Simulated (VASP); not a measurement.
# AlN (Pna2_1) in VASP: further runs, part 2 of 2

VASP 6.6.1.

## 5. Single point, PBE (atoms displaced along a vibrational mode)

INCAR

```
SYSTEM = AlN
PREC = Accurate
ENCUT = 520
EDIFF = 1E-7
ISMEAR = 0
SIGMA = 0.05
LREAL = .FALSE.
LASPH = .TRUE.
NELM = 100
ALGO = Normal
ISIF = 2
LWAVE = .FALSE.
LCHARG = .FALSE.
GGA = PE
NBANDS = 26
```

KPOINTS

```
regular mesh
0
G
  8 6 4
  0 0 0
```

POSCAR

```
AlN
1.0
   -3.3134793387      0.0000000000      0.0000000000
    0.0000000000      0.0000000000     -4.1875902400
    0.0000000000     -5.7391145645      0.0000000000
Al N
4 4
Direct
    0.5555307522      0.2346278035      0.1666666667
   -0.0555307522      0.2346278035      0.6666666667
    0.0555307522      0.7346278035      0.3333333333
    0.4444692478      0.7346278035      0.8333333333
    0.5535041009      0.7796113022      0.1666666667
   -0.0535041009      0.7796113022      0.6666666667
    0.0535041009      0.2796113022      0.3333333333
    0.4464958991      0.2796113022      0.8333333333
```

Command:

```
cat potpaw_PBE.64/Al/POTCAR potpaw_PBE.64/N/POTCAR > POTCAR
mpirun -np 1 vasp_std > vasp.out
```

It took 3 min on 1 thread of Intel Xeon 8259CL, shared host; peak memory 0.24 GiB.

Results (log left out):

| Quantity | Value |
| --- | --- |
| Free energy | -58.1555 eV |
| Pressure | 1.4 GPa |
| Largest force | 0.879 eV/Å |
| Band gap on the k mesh | 3.30 eV |

Forces on the atoms (eV/Å):
```
Al   0.573  0.241 -0.622
Al  -0.573  0.241 -0.622
Al   0.573 -0.241 -0.622
Al  -0.573 -0.241 -0.622
N    0.328  0.304  0.622
N   -0.328  0.304  0.622
N    0.328 -0.304  0.622
N   -0.328 -0.304  0.622
```

Stress tensor (GPa, compression positive):
```
-4.47  0.00  0.00
 0.00 -2.67  0.00
 0.00  0.00 11.27
```

Levels at points of the mesh, in eV from the valence-band top:
```
           k point  band 13  band 14  band 15  band 16  band 17  band 18  band 19  band 20
(0.00, 0.00, 0.00)    -1.34    -1.20    -1.16     0.00     3.30     4.19     4.28     6.86
(0.50, 0.00, 0.00)    -2.45    -2.45    -1.85    -1.85     5.64     5.64     6.11     6.11
(0.00, 0.50, 0.00)    -2.00    -2.00    -1.52    -1.52     4.96     4.96     5.54     5.54
(0.50, 0.50, 0.00)    -0.94    -0.94    -0.71    -0.71     5.71     5.71     6.83     6.83
(0.00, 0.00, 0.50)    -1.20    -1.20    -0.92    -0.92     4.69     4.69     5.91     5.91
(0.50, 0.00, 0.50)    -2.68    -2.68    -1.22    -1.22     4.03     4.03     6.96     6.96
(0.00, 0.50, 0.50)    -1.63    -1.63    -1.63    -1.63     5.36     5.36     5.36     5.36
(0.50, 0.50, 0.50)    -1.56    -1.56    -1.50    -1.50     5.17     5.17     5.20     5.20
```

Caveat: the cell differs from its parent crystal (atoms displaced along a vibrational mode).

## 6. Single point, PBE (atoms displaced along a vibrational mode)

INCAR

```
SYSTEM = AlN
  PREC = Accurate
  ENCUT = 520
  EDIFF = 1E-7
  ISMEAR = 0
  SIGMA = 0.05
  LREAL = .FALSE.
  LASPH = .TRUE.
  NELM = 80
  ALGO = Normal
  ISIF = 2
  LWAVE = .FALSE.
  LCHARG = .FALSE.
  GGA = PE
  NBANDS = 26
```

KPOINTS is that of step 5.

POSCAR

```
AlN
1.0
   -3.3134793387      0.0000000000      0.0000000000
    0.0000000000      0.0000000000     -4.1875902400
    0.0000000000     -5.7391145645      0.0000000000
Al N
4 4
Direct
    0.5333184513      0.2192556071      0.1666666667
   -0.0333184513      0.2192556071      0.6666666667
    0.0333184513      0.7192556071      0.3333333333
    0.4666815487      0.7192556071      0.8333333333
    0.5321024605      0.8092226044      0.1666666667
   -0.0321024605      0.8092226044      0.6666666667
    0.0321024605      0.3092226044      0.3333333333
    0.4678975395      0.3092226044      0.8333333333
```

Potentials or basis: VASP PAW PBE potentials, release 64 (Al, N).

Command:

```
cat potpaw_PBE.64/Al/POTCAR potpaw_PBE.64/N/POTCAR > POTCAR
mpirun -np 1 vasp_std > vasp.out
```

OUTCAR:

```text
SYSTEM = AlN
   PREC = Accurate
   ENCUT = 520
   EDIFF = 1E-7
   ISMEAR = 0
   LREAL = .FALSE.
   LASPH = .TRUE.
   NELM = 80
   ISIF = 2
   GGA = PE

 ion  position               nearest neighbor table
   1  0.533  0.219  0.167-   5 1.72   7 1.95   7 1.95   8 1.96   5 2.47   3 2.84   3 2.84   3 2.84
                             3 2.84   4 2.84   4 2.84   2 3.21   2 3.21
   2  0.967  0.219  0.667-   6 1.72   8 1.95   8 1.95   7 1.96   6 2.47   4 2.84   4 2.84   4 2.84
                             4 2.84   3 2.84   3 2.84   1 3.21   1 3.21
   3  0.033  0.719  0.333-   7 1.72   5 1.95   5 1.95   6 1.96   7 2.47   1 2.84   1 2.84   1 2.84
                             1 2.84   2 2.84   2 2.84   4 3.21   4 3.21
   4  0.467  0.719  0.833-   8 1.72   6 1.95   6 1.95   5 1.96   8 2.47   2 2.84   2 2.84   2 2.84
                             2 2.84   1 2.84   1 2.84   3 3.21   3 3.21
   5  0.532  0.809  0.167-   1 1.72   3 1.95   3 1.95   4 1.96   1 2.47
   6  0.968  0.809  0.667-   2 1.72   4 1.95   4 1.95   3 1.96   2 2.47
   7  0.032  0.309  0.333-   3 1.72   1 1.95   1 1.95   2 1.96   3 2.47
   8  0.468  0.309  0.833-   4 1.72   2 1.95   2 1.95   1 1.96   4 2.47

  LATTYP: Found a simple orthorhombic cell.
 ALAT       =     3.3134793387
 B/A-ratio  =     1.2638045426
 C/A-ratio  =     1.7320508076

  Lattice vectors:

 A1 = (  -3.3134793387,   0.0000000000,   0.0000000000)
 A2 = (   0.0000000000,   0.0000000000,  -4.1875902400)
 A3 = (   0.0000000000,  -5.7391145645,   0.0000000000)

Analysis of symmetry for initial positions (statically):
=====================================================================
 Subroutine PRICEL returns:
 Original cell was already a primitive cell.

 Routine SETGRP: Setting up the symmetry group for a
 simple orthorhombic supercell.

 Subroutine GETGRP returns: Found  4 space group operations
 (whereof  1 operations were pure point group operations)
 out of a pool of  8 trial point group operations.

The static configuration has the point symmetry C_1 .
 The point group associated with its full space group is C_2v.

Analysis of symmetry for dynamics (positions and initial velocities):
=====================================================================
 Subroutine PRICEL returns:
 Original cell was already a primitive cell.

 Routine SETGRP: Setting up the symmetry group for a
 simple orthorhombic supercell.

 Subroutine GETGRP returns: Found  4 space group operations
 (whereof  1 operations were pure point group operations)
 out of a pool of  8 trial point group operations.

The dynamic configuration has the point symmetry C_1 .
 The point group associated with its full space group is C_2v.

 Subroutine INISYM returns: Found  4 space group operations
 (whereof  1 operations are pure point group operations),
 and found     1 'primitive' translations

----------------------------------------------------------------------------------------

                                     Primitive cell

  volume of cell :      79.6330

  direct lattice vectors                    reciprocal lattice vectors
    -3.313479339  0.000000000  0.000000000    -0.301797566  0.000000000  0.000000000
     0.000000000  0.000000000 -4.187590240     0.000000000  0.000000000 -0.238800824
     0.000000000 -5.739114565  0.000000000     0.000000000 -0.174242906  0.000000000

  length of vectors
     3.313479339  4.187590240  5.739114565     0.301797566  0.238800824  0.174242906

  position of ions in fractional coordinates (direct lattice)
     0.533318451  0.219255607  0.166666667
[... 74 lines left out ...]
   total plane-waves  NPLWV =  43008
   dimension x,y,z NGX =    28 NGY =   32 NGZ =   48
   dimension x,y,z NGXF=    56 NGYF=   64 NGZF=   96
   ions per type =               4   4
   NGX,Y,Z   is equivalent  to a cutoff of  14.05, 12.70, 13.90 a.u.
   NGXF,Y,Z  is equivalent  to a cutoff of  28.10, 25.41, 27.81 a.u.
 SYSTEM =  AlN
   PREC   = accura    normal or accurate (medium, high low for compatibility)
   ISTART =      0    job   : 0-new  1-cont  2-samecut
   ICHARG =      2    charge: 1-file 2-atom 10-const
   ISPIN  =      1    spin polarized calculation?
   LNONCOLLINEAR =      F non collinear calculations
   LSORBIT =      F    spin-orbit coupling
   LASPH  =      T    aspherical Exc in radial PAW
   ENCUT  =  520.0 eV  38.22 Ry    6.18 a.u.   6.16  7.79 10.67*2*pi/ulx,y,z
   NELM   =     80;   NELMIN=  2; NELMDL= -5     # of ELM steps
   EDIFF  = 0.1E-06   stopping-criterion for ELM
   LREAL  =      F    real-space projection
   EDIFFG = 0.1E-05   stopping-criterion for IOM
   NSW    =      0    number of steps for IOM
   IBRION =     -1    ionic relax: 0-MD 1-quasi-New 2-CG
   NFREE  =      0    steps in history (QN), initial steepest desc. (CG)
   ISIF   =      2    stress and relaxation
   ISYM   =      2    0-nonsym 1-usesym 2-fastsym
   POTIM  = 0.5000    time-step for ionic-motion
   TEBEG  =    0.0;   TEEND  =   0.0 temperature during run
   PSTRESS=    0.0 pullay stress
   NELECT =      32.0000    total number of electrons
   NUPDOWN=      -1.0000    fix difference up-down
   EMIN   =  10.00;   EMAX   =-10.00  energy-range for DOS
   EFERMI =   0.00;   METHOD = LEGACY
   ISMEAR =     0;   SIGMA  =   0.05  broadening in eV -4-tet -1-fermi 0-gaus
   EFERMI_NEDOS =   21; number of points for ismear=-14 and -15
   IALGO  =     38    algorithm
   IMIX   =      4    mixing-type and parameters
     AMIX     =   0.40;   BMIX     =  1.00
     AMIX_MAG =   1.60;   BMIX_MAG =  1.00
  volume/ion in A,a.u.               =       9.95        67.17
  Fermi-wavevector in a.u.,A,eV,Ry     =   1.208074  2.282930 19.856940  1.459444
  Thomas-Fermi vector in A             =   2.343693
   LORBIT       =      0    0 simple, 1 ext, 2 COOP (PROOUT), +10 PAW based schemes
   GGA     = PE    functional components
   LHFCALC =     F    Hartree Fock is set to
   AEXX    =    0.0000 exact exchange contribution
   IVDW    =     0    specifies the selected vdW correction
   LEPSILON=     F    determine dielectric tensor
   LRPA    =     F    only Hartree local field effects (RPA)
 non-spin polarized calculation
 Gauss-broadening in eV      SIGMA  =   0.05
  energy-cutoff  :      520.00
  volume of cell :       79.63
 maximum number of plane-waves:      2174
 NGX is ok and might be reduce to    28
   NGX = 13   NGY = 15   NGZ = 21

 number of electron      31.9999997 magnetization

 Free energy of the ion-electron system (eV)
  ---------------------------------------------------
  ext. energy  EPLUGINS =         0.00000000
  ---------------------------------------------------
  free energy    TOTEN  =       -57.06442452 eV

  energy without entropy =      -57.06442452  energy(sigma->0) =      -57.06442452

 E-fermi :   7.4557     XC(G=0): -11.1181

 val. band max:        7.2391069372   @ k =   0.0000   0.0000   0.0000
 cond. band min:      10.9961679895   @ k =   0.0000   0.0000   0.0000
 fundamental gap:      3.7570610523
 Fermi energy:         7.4557206956

 k-point     1 :       0.0000    0.0000    0.0000
  band No.  band energies     occupation
      1      -8.9045      2.00000
      2      -7.1089      2.00000
      3      -5.9927      2.00000
      4      -5.4696      2.00000
      5       1.2150      2.00000
      6       1.3518      2.00000
[... 685 lines left out ...]
     25      17.8138      0.00000
     26      18.2957      0.00000

 [... further k-points ...]

------------------------ aborting loop because EDIFF is reached ----------------------------------------

  FORCE on cell =-STRESS in cart. coord.  units (eV):
  Direction    XX          YY          ZZ          XY          YZ          ZX
  --------------------------------------------------------------------------------------
  -------------------------------------------------------------------------------------
  Total       -4.1770040     -3.7571980     29.3652142      0.0000000      0.0000000      0.0000000
  in kB      -84.0392435    -75.5929558    590.8135080      0.0000000      0.0000000      0.0000000
  external PRESSURE =     143.7271029 kB  Pullay stress =       0.0000000 kB

 VOLUME and BASIS-vectors are now :
 -----------------------------------------------------------------------------
  energy-cutoff  :      520.00
  volume of cell :       79.63
      direct lattice vectors                 reciprocal lattice vectors
    -3.313479339  0.000000000  0.000000000    -0.301797566  0.000000000  0.000000000
     0.000000000  0.000000000 -4.187590240     0.000000000  0.000000000 -0.238800824
     0.000000000 -5.739114565  0.000000000     0.000000000 -0.174242906  0.000000000

 POSITION                                       TOTAL-FORCE (eV/Angst)
 -----------------------------------------------------------------------------------
     -1.76714     -0.95652     -0.91815         0.347944      0.069714     -3.439580
     -3.20308     -3.82608     -0.91815        -0.347944      0.069714     -3.439580
     -0.11040     -1.91304     -3.01195         0.347944     -0.069714     -3.439580
     -1.54634     -4.78260     -3.01195        -0.347944     -0.069714     -3.439580
     -1.76311     -0.95652     -3.38869         0.226626      0.093276      3.439580
     -3.20711     -3.82608     -3.38869        -0.226626      0.093276      3.439580
     -0.10637     -1.91304     -1.29490         0.226626     -0.093276      3.439580
     -1.55037     -4.78260     -1.29490        -0.226626     -0.093276      3.439580
 -----------------------------------------------------------------------------------
    total drift:                                0.000000     -0.000002     -0.000082

  FREE ENERGIE OF THE ION-ELECTRON SYSTEM (eV)
  ---------------------------------------------------
  free  energy   TOTEN  =       -57.0644245202 eV

  energy  without entropy=      -57.0644245202  energy(sigma->0) =      -57.06442452
```

Run time: 2.3 min. Hardware: 1 thread of Intel Xeon 8259CL, shared host; peak memory 0.24 GiB.

What came out:

```
Free energy            : -57.0644 eV
Pressure               : 14.4 GPa
Largest force          : 3.458 eV/Å
Band gap on the k mesh : 3.76 eV
```

Forces in eV/Å, atoms in the order of the input:
```
Al   0.348  0.070 -3.440
Al  -0.348  0.070 -3.440
Al   0.348 -0.070 -3.440
Al  -0.348 -0.070 -3.440
N    0.227  0.093  3.440
N   -0.227  0.093  3.440
N    0.227 -0.093  3.440
N   -0.227 -0.093  3.440
```

Caveat: the cell differs from its parent crystal (atoms displaced along a vibrational mode); the cell stands under pressure; forces of over 1 eV/Å act on the atoms, so gaps and moduli don't describe the material at rest. A k mesh can miss the band edges.

## 7. Overview

| cell | gap on the mesh (eV) | pressure (GPa) | largest force (eV/Å) |
| --- | --- | --- | --- |
| as given, atomic positions A | 3.37 | 2.4 | 0.70 |
| as given, atomic positions B | 3.93 | 25.7 | 6.70 |
| as given, atomic positions C | 3.86 | 25.3 | 6.72 |
| as given, atomic positions D | 3.30 | 1.4 | 0.88 |
| as given, atomic positions E | 3.76 | 14.4 | 3.46 |

Alike in all rows: task single point; level PBE; potentials or basis VASP PAW PBE potentials, release 64 (Al, N); no spin polarisation; k mesh 8 × 6 × 4; cutoff (eV) 520; smearing gaussian 0.05 eV.

Caveats: the cell stands under pressure (at least some runs); forces of over 1 eV/Å act on the atoms, so gaps and moduli don't describe the material at rest (at least some runs).

Absolute energies hang on the potentials; compare differences alone.
